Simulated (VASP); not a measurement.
# K in VASP: single point with PBE+D3(BJ)

Aim: the single point of K with PBE+D3(BJ).

Everything below comes from runs of VASP 6.6.1. Logs are shortened: lines on timing, memory, paths and dates and some standing lists are left out, and cuts for length are marked.

## Step 1: The cell of the first run

The cell holds a molecule in a box, 1 atom: a = 15.000 Å, b = 15.500 Å, c = 16.000 Å, α = 90.00°, β = 90.00°, γ = 90.00°.

## Step 2: Single point, PBE+D3(BJ), collinear spin

Input file INCAR:

```
PREC = Accurate
ENCUT = 520
EDIFF = 1E-6
ISMEAR = 0
SIGMA = 0.005
LREAL = F
LASPH = T
NELM = 150
ALGO = Normal
ISIF = 2
LWAVE = F
LCHARG = F
ISPIN = 2
MAGMOM = 1
LORBIT = 11
GGA = PE
IVDW = 12
ISYM = 0
NBANDS = 14
```

Input file KPOINTS:

```
Automatic mesh
0
Gamma
  1 1 1
```

Input file POSCAR:

```
K
1.0
   15.0000000000      0.0000000000      0.0000000000
    0.0000000000     15.5000000000      0.0000000000
    0.0000000000      0.0000000000     16.0000000000
K
1
Direct
    0.5000000000      0.5000000000      0.5000000000
```

Potentials or basis: VASP PAW PBE potentials, release 64 (K_sv).

Launch:

```
$ cat potpaw_PBE.64/K_sv/POTCAR > POTCAR
$ mpirun -np 1 vasp_gam > vasp.out
```

OUTCAR:

```text
PREC = Accurate
   ENCUT = 520
   EDIFF = 1E-6
   ISMEAR = 0
   LREAL = F
   LASPH = T
   NELM = 150
   ISIF = 2
   ISPIN = 2
   LORBIT = 11
   GGA = PE
   IVDW = 12
   ISYM = 0
 IVDW          = 12

 ion  position               nearest neighbor table
   1  0.500  0.500  0.500-

IMPORTANT INFORMATION: All symmetrisations will be switched off!
NOSYMM: (Re-)initialisation of all symmetry stuff for point group C_1.

----------------------------------------------------------------------------------------

                                     Primitive cell

  volume of cell :    3720.0000

  direct lattice vectors                    reciprocal lattice vectors
    15.000000000  0.000000000  0.000000000     0.066666667  0.000000000  0.000000000
     0.000000000 15.500000000  0.000000000     0.000000000  0.064516129  0.000000000
     0.000000000  0.000000000 16.000000000     0.000000000  0.000000000  0.062500000

  length of vectors
    15.000000000 15.500000000 16.000000000     0.066666667  0.064516129  0.062500000

  position of ions in fractional coordinates (direct lattice)
     0.500000000  0.500000000  0.500000000

  ion indices of the primitive-cell ions
   primitive index   ion index
                 1           1

----------------------------------------------------------------------------------------

 KPOINTS: Automatic mesh

Automatic generation of k-mesh.
 Grid dimensions read from file:
 generate k-points for:    1    1    1

 Generating k-lattice:

  Cartesian coordinates                     Fractional coordinates (reciprocal lattice)
     0.066666667  0.000000000  0.000000000     1.000000000  0.000000000  0.000000000
     0.000000000  0.064516129  0.000000000     0.000000000  1.000000000  0.000000000
     0.000000000  0.000000000  0.062500000     0.000000000  0.000000000  1.000000000

  Length of vectors
     0.066666667  0.064516129  0.062500000

  Shift w.r.t. Gamma in fractional coordinates (k-lattice)
     0.000000000  0.000000000  0.000000000

 Subroutine IBZKPT returns following result:
 ===========================================

 Found      1 irreducible k-points:

 Following reciprocal coordinates:
            Coordinates               Weight
  0.000000  0.000000  0.000000      1.000000
   k-points           NKPTS =      1   k-points in BZ     NKDIM =      1   number of bands    NBANDS=     14
   number of dos      NEDOS =    301   number of ions     NIONS =      1
   total plane-waves  NPLWV = ******
   dimension x,y,z NGX =   112 NGY =  120 NGZ =  120
   dimension x,y,z NGXF=   224 NGYF=  240 NGZF=  240
   ions per type =               1
   NGX,Y,Z   is equivalent  to a cutoff of  12.41, 12.87, 12.47 a.u.
   NGXF,Y,Z  is equivalent  to a cutoff of  24.83, 25.74, 24.94 a.u.
 SYSTEM =  unknown system
   PREC   = accura    normal or accurate (medium, high low for compatibility)
   ISTART =      0    job   : 0-new  1-cont  2-samecut
   ICHARG =      2    charge: 1-file 2-atom 10-const
   ISPIN  =      2    spin polarized calculation?
   LNONCOLLINEAR =      F non collinear calculations
   LSORBIT =      F    spin-orbit coupling
   LASPH  =      T    aspherical Exc in radial PAW
   ENCUT  =  520.0 eV  38.22 Ry    6.18 a.u.  27.89 28.82 29.75*2*pi/ulx,y,z
   NELM   =    150;   NELMIN=  2; NELMDL= -5     # of ELM steps
   EDIFF  = 0.1E-05   stopping-criterion for ELM
   LREAL  =      F    real-space projection
   EDIFFG = 0.1E-04   stopping-criterion for IOM
   NSW    =      0    number of steps for IOM
   IBRION =     -1    ionic relax: 0-MD 1-quasi-New 2-CG
   NFREE  =      0    steps in history (QN), initial steepest desc. (CG)
   ISIF   =      2    stress and relaxation
   ISYM   =      0    0-nonsym 1-usesym 2-fastsym
   POTIM  = 0.5000    time-step for ionic-motion
   TEBEG  =    0.0;   TEEND  =   0.0 temperature during run
   PSTRESS=    0.0 pullay stress
   NELECT =       9.0000    total number of electrons
   NUPDOWN=      -1.0000    fix difference up-down
   EMIN   =  10.00;   EMAX   =-10.00  energy-range for DOS
   EFERMI =   0.00;   METHOD = LEGACY
   ISMEAR =     0;   SIGMA  =   0.01  broadening in eV -4-tet -1-fermi 0-gaus
   EFERMI_NEDOS =   21; number of points for ismear=-14 and -15
   IALGO  =     38    algorithm
   IMIX   =      4    mixing-type and parameters
     AMIX     =   0.40;   BMIX     =  1.00
     AMIX_MAG =   1.60;   BMIX_MAG =  1.00
  volume/ion in A,a.u.               =    3720.00     25103.80
  Fermi-wavevector in a.u.,A,eV,Ry     =   0.219773  0.415311  0.657165  0.048300
  Thomas-Fermi vector in A             =   0.999635
   LORBIT       =     11    0 simple, 1 ext, 2 COOP (PROOUT), +10 PAW based schemes
   GGA     = PE    functional components
   LHFCALC =     F    Hartree Fock is set to
   AEXX    =    0.0000 exact exchange contribution
   IVDW    =    12    specifies the selected vdW correction
   LEPSILON=     F    determine dielectric tensor
   LRPA    =     F    only Hartree local field effects (RPA)
 spin polarized calculation
 Gauss-broadening in eV      SIGMA  =   0.01
  energy-cutoff  :      520.00
  volume of cell :     3720.00
 maximum number of plane-waves:     50071
 NGX is ok and might be reduce to   112
   NGX = 55   NGY = 57   NGZ = 59

 number of electron       9.0000000 magnetization       1.0000000

 Free energy of the ion-electron system (eV)
  ---------------------------------------------------
  ext. energy  EPLUGINS =         0.00000000
  ---------------------------------------------------
  free energy    TOTEN  =        -0.17793443 eV

  energy without entropy =       -0.17793443  energy(sigma->0) =       -0.17793443

 E-fermi :  -2.3903     XC(G=0):  -0.3821

 val. band max:       -2.4786138707   @ k =   0.0000   0.0000   0.0000
 cond. band min:      -1.4552262429   @ k =   0.0000   0.0000   0.0000
 fundamental gap:      1.0233876278
 Fermi energy:        -2.3902785491

 spin component 1

 k-point     1 :       0.0000    0.0000    0.0000
  band No.  band energies     occupation
      1     -35.2341      1.00000
      2     -18.7180      1.00000
      3     -18.7180      1.00000
      4     -18.7180      1.00000
      5      -2.4786      1.00000
      6      -0.8918      0.00000
      7      -0.8880      0.00000
      8      -0.8830      0.00000
      9      -0.2695      0.00000
     10      -0.0319      0.00000
     11      -0.0259      0.00000
     12       0.1413      0.00000
     13       0.1491      0.00000
     14       0.1550      0.00000
 Fermi energy:        -2.3902785491

 spin component 2

 k-point     1 :       0.0000    0.0000    0.0000
  band No.  band energies     occupation
      1     -35.1771      1.00000
      2     -18.6331      1.00000
      3     -18.6331      1.00000
      4     -18.6331      1.00000
      5      -1.4552      0.00000
      6       0.1549      0.00000
      7       0.3224      0.00000
      8       0.3374      0.00000
      9       0.3554      0.00000
     10       0.6406      0.00000
     11       0.6935      0.00000
     12       0.8861      0.00000
     13       0.9120      0.00000
     14       0.9408      0.00000

------------------------ aborting loop because EDIFF is reached ----------------------------------------

 Edisp (eV)   -0.00100

 E8    (eV) :    -0.0001

  FORCE on cell =-STRESS in cart. coord.  units (eV):
  Direction    XX          YY          ZZ          XY          YZ          ZX
  --------------------------------------------------------------------------------------
  -------------------------------------------------------------------------------------
  Total      -0.01407    -0.01196    -0.00987    -0.00000     0.00000     0.00000
  in kB      -0.00606    -0.00515    -0.00425    -0.00000     0.00000     0.00000
  external pressure =       -0.01 kB  Pullay stress =        0.00 kB

 VOLUME and BASIS-vectors are now :
 -----------------------------------------------------------------------------
  energy-cutoff  :      520.00
  volume of cell :     3720.00
      direct lattice vectors                 reciprocal lattice vectors
    15.000000000  0.000000000  0.000000000     0.066666667  0.000000000  0.000000000
     0.000000000 15.500000000  0.000000000     0.000000000  0.064516129  0.000000000
     0.000000000  0.000000000 16.000000000     0.000000000  0.000000000  0.062500000

 POSITION                                       TOTAL-FORCE (eV/Angst)
 -----------------------------------------------------------------------------------
      7.50000      7.75000      8.00000        -0.000000      0.000000     -0.000000
 -----------------------------------------------------------------------------------
    total drift:                               -0.000000      0.000000     -0.000000

  FREE ENERGIE OF THE ION-ELECTRON SYSTEM (eV)
  ---------------------------------------------------
  free  energy   TOTEN  =        -0.1789308111 eV

  energy  without entropy=       -0.1789308111  energy(sigma->0) =       -0.17893081

 total charge

# of ion       s       p       d       tot
------------------------------------------
    1        1.990   5.537   0.000   7.527

 magnetization (x)

# of ion       s       p       d       tot
------------------------------------------
    1        0.045  -0.009   0.000   0.037
```

Run time: 12 min. Hardware: 1 thread of Intel Xeon Platinum 8259CL at 2.50GHz (Skylake/Cascade Lake), shared host; peak memory 3.4 GiB.

What came out:

| Quantity | Value |
| --- | --- |
| Free energy | -0.1789 eV |
| Gap between the frontier levels | 1.02 eV |
| Net moment | 1.00 μB per cell |
| Site moments | K +0.04 μB |
| Valence electrons inside the program's atomic spheres | K 7.53 |
| Dispersion energy per atom | -0.001 eV |
